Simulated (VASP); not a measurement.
# C in VASP: settings compared

Aim: see how the results for C move with the level of theory and the settings. Levels: PBEsol, HSE06. Tasks: single point.

All numbers are computed with VASP 6.6.1; they aren't measurements. Logs are shortened: lines on timing, memory, paths and dates and some standing lists are left out, and cuts for length are marked.

## (1) The cell of the first run

The typed cell holds 1 atom: a = 4.262 Å, b = 4.302 Å, c = 1.266 Å, α = 89.68°, β = 90.82°, γ = 90.12°.

## (2) Single point, PBEsol

INCAR reads:

```
SYSTEM = C
ALGO     = Normal         ! electronic algorithm
EDIFF    = 1E-6           ! SCF threshold, eV
ENCUT    = 520            ! plane-wave cutoff, eV
GGA      = PS             ! functional
ISIF     = 2              ! what is computed and relaxed
ISMEAR   = 0              ! smearing method
LASPH    = .TRUE.         ! aspherical terms in the spheres
LCHARG   = .FALSE.        ! write CHGCAR
LREAL    = .FALSE.        ! projectors in reciprocal space
LWAVE    = .FALSE.        ! write WAVECAR
NBANDS   = 8              ! bands
NELM     = 60             ! most SCF steps
PREC     = Accurate       ! precision mode
SIGMA    = 0.05           ! smearing width, eV
```

KPOINTS reads:

```
k-points
0
G
  5 5 15
  0 0 0
```

POSCAR reads:

```
C
1.0
    4.2618170000     -0.0046260000     -0.0303930000
   -0.0046260000      4.3021000000      0.0117740000
   -0.0091590000      0.0035480000      1.2664000000
C
1
Direct
    0.4960000000      0.4997220000      0.5497050000
```

Potentials or basis: VASP PAW PBE potentials, release 64 (C).

The run is started by

```sh
$ cat potpaw_PBE.64/C/POTCAR > POTCAR
$ mpirun -np 1 vasp_std > vasp.out
```

OUTCAR:

```text
SYSTEM = C
   EDIFF = 1E-6
   ENCUT = 520
   GGA = PS
   ISIF = 2
   ISMEAR = 0
   LASPH = .TRUE.
   LREAL = .FALSE.
   NELM = 60
   PREC = Accurate

 ion  position               nearest neighbor table
   1  0.496  0.500  0.550-

  LATTYP: Found a triclinic cell.
 ALAT       =     1.2664380899
 B/A-ratio  =     3.8899582064
 C/A-ratio  =     3.3970224308
 COS(alpha) =     0.0009653288
 COS(beta)  =     0.0055460314
 COS(gamma) =     0.5017159924

  Lattice vectors:

 A1 = (  -0.0091590000,   0.0035480000,   1.2664000000)
 A2 = (   4.2434990000,   0.0024700000,   2.5024070000)
 A3 = (  -0.0046260000,   4.3021000000,   0.0117740000)

Analysis of symmetry for initial positions (statically):
=====================================================================
 Subroutine PRICEL returns:
 Original cell was already a primitive cell.

 Routine SETGRP: Setting up the symmetry group for a
 triclinic supercell.

 Subroutine GETGRP returns: Found  2 space group operations
 (whereof  1 operations were pure point group operations)
 out of a pool of  2 trial point group operations.

The static configuration has the point symmetry C_1 .
 The point group associated with its full space group is S_2 .

Analysis of symmetry for dynamics (positions and initial velocities):
=====================================================================
 Subroutine PRICEL returns:
 Original cell was already a primitive cell.

 Routine SETGRP: Setting up the symmetry group for a
 triclinic supercell.

 Subroutine GETGRP returns: Found  2 space group operations
 (whereof  1 operations were pure point group operations)
 out of a pool of  2 trial point group operations.

The dynamic configuration has the point symmetry C_1 .
 The point group associated with its full space group is S_2 .

 Subroutine INISYM returns: Found  2 space group operations
 (whereof  1 operations are pure point group operations),
 and found     1 'primitive' translations

----------------------------------------------------------------------------------------

                                     Primitive cell

  volume of cell :      23.2177

  direct lattice vectors                    reciprocal lattice vectors
     4.261817000 -0.004626000 -0.030393000     0.234654070  0.000247678  0.001696398
    -0.004626000  4.302100000  0.011774000     0.000247678  0.232446664 -0.000649441
    -0.009159000  0.003548000  1.266400000     0.005629284 -0.002155164  0.789686675

  length of vectors
     4.261927883  4.302118599  1.266438090     0.234660332  0.232447703  0.789709680

  position of ions in fractional coordinates (direct lattice)
     0.496000000  0.499722000  0.549705000

  ion indices of the primitive-cell ions
   primitive index   ion index
                 1           1

----------------------------------------------------------------------------------------

 KPOINTS: k-points

Automatic generation of k-mesh.
 Grid dimensions read from file:
 generate k-points for:    5    5   15

 Generating k-lattice:

  Cartesian coordinates                     Fractional coordinates (reciprocal lattice)
     0.046930814  0.000049536  0.000339280     0.200000000 -0.000000000 -0.000000000
     0.000049536  0.046489333 -0.000129888    -0.000000000  0.200000000  0.000000000
     0.000375286 -0.000143678  0.052645778     0.000000000  0.000000000  0.066666667

  Length of vectors
     0.046932066  0.046489541  0.052647312

  Shift w.r.t. Gamma in fractional coordinates (k-lattice)
     0.000000000  0.000000000  0.000000000

 Subroutine IBZKPT returns following result:
 ===========================================

 Found    188 irreducible k-points:

 Following reciprocal coordinates:
            Coordinates               Weight
  0.000000  0.000000  0.000000      1.000000
  0.200000  0.000000  0.000000      2.000000
  0.400000  0.000000 -0.000000      2.000000
  0.000000  0.200000  0.000000      2.000000
  0.200000  0.200000  0.000000      2.000000
  0.400000  0.200000  0.000000      2.000000
[... 16 lines left out ...]
 -0.200000  0.200000  0.066667      2.000000
 -0.000000  0.400000  0.066667      2.000000
 [... further k-points ...]
   k-points           NKPTS =    188   k-points in BZ     NKDIM =    188   number of bands    NBANDS=      8
   number of dos      NEDOS =    301   number of ions     NIONS =      1
   total plane-waves  NPLWV =  10240
   dimension x,y,z NGX =    32 NGY =   32 NGZ =   10
   dimension x,y,z NGXF=    64 NGYF=   64 NGZF=   20
   ions per type =               1
   NGX,Y,Z   is equivalent  to a cutoff of  12.48, 12.37, 13.13 a.u.
   NGXF,Y,Z  is equivalent  to a cutoff of  24.96, 24.73, 26.25 a.u.
 SYSTEM =  C
   PREC   = accura    normal or accurate (medium, high low for compatibility)
   ISTART =      0    job   : 0-new  1-cont  2-samecut
   ICHARG =      2    charge: 1-file 2-atom 10-const
   ISPIN  =      1    spin polarized calculation?
   LNONCOLLINEAR =      F non collinear calculations
   LSORBIT =      F    spin-orbit coupling
   LASPH  =      T    aspherical Exc in radial PAW
   ENCUT  =  520.0 eV  38.22 Ry    6.18 a.u.   7.92  8.00  2.35*2*pi/ulx,y,z
   NELM   =     60;   NELMIN=  2; NELMDL= -5     # of ELM steps
   EDIFF  = 0.1E-05   stopping-criterion for ELM
   LREAL  =      F    real-space projection
   EDIFFG = 0.1E-04   stopping-criterion for IOM
   NSW    =      0    number of steps for IOM
   IBRION =     -1    ionic relax: 0-MD 1-quasi-New 2-CG
   NFREE  =      0    steps in history (QN), initial steepest desc. (CG)
   ISIF   =      2    stress and relaxation
   ISYM   =      2    0-nonsym 1-usesym 2-fastsym
   POTIM  = 0.5000    time-step for ionic-motion
   TEBEG  =    0.0;   TEEND  =   0.0 temperature during run
   PSTRESS=    0.0 pullay stress
   NELECT =       4.0000    total number of electrons
   NUPDOWN=      -1.0000    fix difference up-down
   EMIN   =  10.00;   EMAX   =-10.00  energy-range for DOS
   EFERMI =   0.00;   METHOD = LEGACY
   ISMEAR =     0;   SIGMA  =   0.05  broadening in eV -4-tet -1-fermi 0-gaus
   EFERMI_NEDOS =   21; number of points for ismear=-14 and -15
   IALGO  =     38    algorithm
   IMIX   =      4    mixing-type and parameters
     AMIX     =   0.40;   BMIX     =  1.00
     AMIX_MAG =   1.60;   BMIX_MAG =  1.00
  volume/ion in A,a.u.               =      23.22       156.68
  Fermi-wavevector in a.u.,A,eV,Ry     =   0.910937  1.721421 11.290190  0.829806
  Thomas-Fermi vector in A             =   2.035157
   LORBIT       =      0    0 simple, 1 ext, 2 COOP (PROOUT), +10 PAW based schemes
   GGA     = PS    functional components
   LHFCALC =     F    Hartree Fock is set to
   AEXX    =    0.0000 exact exchange contribution
   IVDW    =     0    specifies the selected vdW correction
   LEPSILON=     F    determine dielectric tensor
   LRPA    =     F    only Hartree local field effects (RPA)
 non-spin polarized calculation
 Gauss-broadening in eV      SIGMA  =   0.05
  energy-cutoff  :      520.00
  volume of cell :       23.22
 maximum number of plane-waves:       643
   NGX = 15   NGY = 15   NGZ =  5

 number of electron       4.0000001 magnetization

 Free energy of the ion-electron system (eV)
  ---------------------------------------------------
  ext. energy  EPLUGINS =         0.00000000
  ---------------------------------------------------
  free energy    TOTEN  =        -8.47864982 eV

  energy without entropy =       -8.47617498  energy(sigma->0) =       -8.47741240

 E-fermi :  -1.1438     XC(G=0):  -5.8819

 val. band max:       -1.1453898312   @ k =   0.4000  -0.4000   0.2667
 cond. band min:      -1.1376807698   @ k =  -0.4000  -0.4000   0.2667
 fundamental gap:      0.0077090613
 Fermi energy:        -1.1437554772

 k-point     1 :       0.0000    0.0000    0.0000
  band No.  band energies     occupation
      1     -18.1130      2.00000
      2      -7.0811      2.00000
      3      -7.0629      2.00000
      4       2.0759      0.00000
      5       6.3123      0.00000
      6      10.8488      0.00000
      7      10.9836      0.00000
      8      11.8136      0.00000

 k-point     2 :       0.2000    0.0000    0.0000
  band No.  band energies     occupation
      1     -18.1009      2.00000
      2      -7.1998      2.00000
      3      -7.0687      2.00000
      4       2.5592      0.00000
      5       6.2658      0.00000
      6       9.5327      0.00000
      7      10.0413      0.00000
      8      13.5717      0.00000

 k-point     3 :       0.4000    0.0000   -0.0000
  band No.  band energies     occupation
      1     -18.0811      2.00000
      2      -7.4085      2.00000
      3      -7.0484      2.00000
      4       3.7694      0.00000
      5       5.2752      0.00000
      6       8.6143      0.00000
      7      10.7440      0.00000
      8      13.5111      0.00000

 k-point     4 :       0.0000    0.2000    0.0000
  band No.  band energies     occupation
      1     -18.1020      2.00000
      2      -7.2093      2.00000
      3      -7.0517      2.00000
      4       2.5522      0.00000
      5       6.2344      0.00000
      6       9.6389      0.00000
      7      10.0061      0.00000
      8      13.6229      0.00000

 k-point     5 :       0.2000    0.2000    0.0000
  band No.  band energies     occupation
      1     -18.0901      2.00000
      2      -7.1988      2.00000
      3      -7.1793      2.00000
      4       3.0011      0.00000
      5       6.4674      0.00000
      6       7.7238      0.00000
      7      12.1102      0.00000
      8      12.7750      0.00000
[... 177 lines left out ...]
 k-point    22 :      -0.4000    0.2000    0.0667
  band No.  band energies     occupation
      1     -17.8391      2.00000
      2      -6.9915      2.00000
      3      -6.7717      2.00000
      4       4.4150      0.00000
      5       5.9978      0.00000
      6       7.9981      0.00000
      7      12.3917      0.00000
      8      14.1840      0.00000

 k-point    23 :      -0.2000    0.2000    0.0667
  band No.  band energies     occupation
      1     -17.8578      2.00000
      2      -6.8028      2.00000
      3      -6.7829      2.00000
      4       3.3531      0.00000
      5       6.8848      0.00000
      6       8.1370      0.00000
      7      12.4950      0.00000
      8      13.1700      0.00000

 k-point    24 :      -0.0000    0.4000    0.0667
  band No.  band energies     occupation
      1     -17.8516      2.00000
      2      -7.0094      2.00000
      3      -6.6404      2.00000
      4       4.1168      0.00000
      5       5.6361      0.00000
      6       9.1519      0.00000
      7      11.1080      0.00000
      8      13.7536      0.00000

 [... further k-points ...]
[... 5 lines left out ...]
  --------------------------------------------------------------------------------------
  -------------------------------------------------------------------------------------
  Total       -0.0750272     -0.0680768      1.7055651      0.0000677      0.0048517     -0.0125045
  in kB       -5.1773695     -4.6977452    117.6952434      0.0046720      0.3348015     -0.8628962
  external PRESSURE =      35.9400429 kB  Pullay stress =       0.0000000 kB

 VOLUME and BASIS-vectors are now :
 -----------------------------------------------------------------------------
  energy-cutoff  :      520.00
  volume of cell :       23.22
      direct lattice vectors                 reciprocal lattice vectors
     4.261817000 -0.004626000 -0.030393000     0.234654070  0.000247678  0.001696398
    -0.004626000  4.302100000  0.011774000     0.000247678  0.232446664 -0.000649441
    -0.009159000  0.003548000  1.266400000     0.005629284 -0.002155164  0.789686675

 POSITION                                       TOTAL-FORCE (eV/Angst)
 -----------------------------------------------------------------------------------
      2.10651      2.14951      0.68696        -0.000000      0.000000      0.000000
 -----------------------------------------------------------------------------------
    total drift:                                0.000007      0.000000      0.000002

  FREE ENERGIE OF THE ION-ELECTRON SYSTEM (eV)
  ---------------------------------------------------
  free  energy   TOTEN  =        -8.4786498217 eV

  energy  without entropy=       -8.4761749792  energy(sigma->0) =       -8.47741240
```

Run time: 31 s. Hardware: 1 thread of Intel Xeon 8259CL, shared host; peak memory 0.14 GiB.

What came out:

| Quantity | Value |
| --- | --- |
| Free energy | -8.4786 eV |
| Pressure | 3.6 GPa |
| Band gap on the k mesh | zero (bands 2 and 3 overlap by 15.05 eV) |

Caveat: the cell stands under pressure; the PAW data sets were made with another functional, which shifts forces and pressure a little.

## (3) Single point, PBEsol

INCAR reads:

```
PREC     = Accurate       # precision mode
ENCUT    = 520            # plane-wave cutoff, eV
EDIFF    = 1E-6           # SCF threshold, eV
ISMEAR   = 0              # smearing method
SIGMA    = 0.05           # smearing width, eV
LREAL    = F              # projectors in reciprocal space
LASPH    = T              # aspherical terms in the spheres
NELM     = 80             # most SCF steps
ALGO     = Normal         # electronic algorithm
ISIF     = 2              # what is computed and relaxed
LWAVE    = F              # write WAVECAR
LCHARG   = F              # write CHGCAR
GGA      = PS             # functional
NBANDS   = 8              # bands
```

KPOINTS reads:

```
regular mesh
0
Gamma
  5 5 15
```

POSCAR is that of step 2.

Potentials or basis: VASP PAW PBE potentials, release 64 (C).

The run is started by

```sh
$ cat potpaw_PBE.64/C/POTCAR > POTCAR
$ mpirun -np 1 vasp_std > vasp.out
```

It took 31 s on 1 thread of Intel Xeon 8259CL, shared host; peak memory 0.14 GiB.

It converged, with:

* Free energy: -8.4786 eV
* Pressure: 3.6 GPa
* Band gap on the k mesh: zero (bands 2 and 3 overlap by 15.05 eV)

Stress tensor (GPa, compression positive):
```
-0.52  0.00 -0.09
 0.00 -0.47  0.03
-0.09  0.03 11.77
```

Levels at points of the mesh, in eV from the Fermi level:
```
           k point  band 1  band 2  band 3  band 4  band 5
(0.00, 0.00, 0.00)  -16.97   -5.94   -5.92    3.22    7.46
```

Caveat: the cell stands under pressure; the PAW data sets were made with another functional, which shifts forces and pressure a little.

## (4) Single point, HSE06

POSCAR reads:

```
C
1.0
    4.2551700000      0.0000000000      0.0000000000
    0.0000000000      4.2551700000      0.0000000000
    0.0000000000      0.0000000000      1.2822900000
C
1
Direct
    0.5000000000      0.5000000000      0.5000000000
```

INCAR.step1 reads:

```
ALGO = Normal
EDIFF = 1E-5
ENCUT = 520
GGA = PE
ISIF = 2
ISMEAR = -1
LASPH = T
LREAL = F
LWAVE = T
NBANDS = 8
NELM = 100
PREC = Accurate
SIGMA = 0.1
```

INCAR.step2 reads:

```
ALGO = Normal
EDIFF = 1E-6
ENCUT = 520
GGA = PE
HFSCREEN = 0.2079
ISIF = 2
ISMEAR = -1
ISTART = 1
LASPH = T
LCHARG = T
LELF = T
LHFCALC = T
LREAL = F
LVHAR = T
LWAVE = F
NBANDS = 8
NELM = 100
PREC = Accurate
PRECFOCK = Normal
SIGMA = 0.1
```

KPOINTS reads:

```
k-points
0
Gamma
  3 3 10
```

The run is started by

```sh
$ cat potpaw_PBE.64/C/POTCAR > POTCAR
$ cp INCAR.step1 INCAR
$ mpirun -np 1 vasp_std > vasp.out
$ cp INCAR.step2 INCAR
$ mpirun -np 1 vasp_std > vasp.out
```

Run time: 2 min. Hardware: 1 thread of Intel Xeon 8259CL, shared host; peak memory 0.22 GiB.

It converged, with:

```
Free energy            : -9.6243 eV
Pressure               : -2.9 GPa
Band gap on the k mesh : zero (bands 2 and 3 overlap by 16.20 eV)
```

Stress tensor (GPa, compression positive):
```
 0.01  0.00  0.00
 0.00  0.01  0.00
 0.00  0.00 -8.59
```

Levels at points of the mesh, in eV from the Fermi level:
| k point | band 1 | band 2 | band 3 | band 4 | band 5 | band 6 | band 7 |
| --- | --- | --- | --- | --- | --- | --- | --- |
| (0.00, 0.00, 0.00) | -18.77 | -6.38 | -6.38 | 3.96 | 8.39 | 13.09 | 13.09 |
| (0.00, 0.00, 0.50) | -10.68 | 9.45 | 12.60 | 12.60 | 24.41 | 24.41 | 25.34 |

Caveat: the k points lie up to 0.49 Å⁻¹ apart, too coarse for converged energies and pressures of a metal; the PAW data sets were made with another functional, which shifts forces and pressure a little.
